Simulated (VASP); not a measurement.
## YMn2: single point with PBE

YMn2:

```
Y Mn
1.0
     0.00000    3.23017    3.23017
     3.23017    0.00000    3.23017
     3.23017    3.23017    0.00000
Y Mn
1 2
Direct
  0.80800 0.42700 0.24400
  0.30800 0.92700 0.74400
  0.55800 0.17700 0.99400
```

```
Program             : VASP 6.6.1
Task                : single point
Functional          : PBE
Potentials or basis : VASP PAW PBE potentials, release 64 (Y_sv, Mn_pv)
Cutoff              : 520 eV
k mesh              : 4 × 4 × 4
Occupations         : tetrahedron
Spin                : collinear spin, ferrimagnetic start
Starting moments    : [-0.18, 3.99, 3.56] μB
```

```yaml
Pressure: -0.2 GPa
Net_moment: 6.58 μB per cell
Site_moments: Y -0.26; Mn +3.58, +3.19 μB
Valence_electrons_inside_the_program's_atomic_spheres: Y 9.63; Mn 11.46, 11.66
```

Levels at points of the mesh, in eV from the Fermi level:
Spin up:
```csv
k point,band 20,band 21,band 22,band 23,band 24,band 25
"(0.00, 0.00, 0.00)",-1.10,-1.10,1.88,1.88,1.88,3.92
"(0.50, 0.00, 0.00)",-1.43,-1.43,-0.97,1.02,1.02,3.63
"(0.50, 0.50, 0.00)",-1.37,-0.86,-0.60,1.56,1.56,1.89
```
Spin down:
| k point | band 12 | band 13 | band 14 | band 15 | band 16 | band 17 | band 18 | band 19 |
| --- | --- | --- | --- | --- | --- | --- | --- | --- |
| (0.00, 0.00, 0.00) | -1.07 | -1.07 | -0.40 | -0.40 | -0.40 | 0.37 | 0.37 | 0.37 |
| (0.50, 0.00, 0.00) | -2.33 | -0.58 | -0.58 | -0.05 | 0.04 | 0.04 | 0.53 | 0.53 |
| (0.50, 0.50, 0.00) | -1.96 | -1.50 | -0.88 | 0.15 | 0.15 | 0.33 | 0.88 | 1.60 |

Run time: 84 s on 1 thread of Intel(R) Xeon(R) Platinum 8488C (Sapphire Rapids) (shared host), peak memory 0.26 GiB.

Caveat: the k points lie up to 0.42 Å⁻¹ apart; tetrahedron occupations give inexact forces and stress in metals.
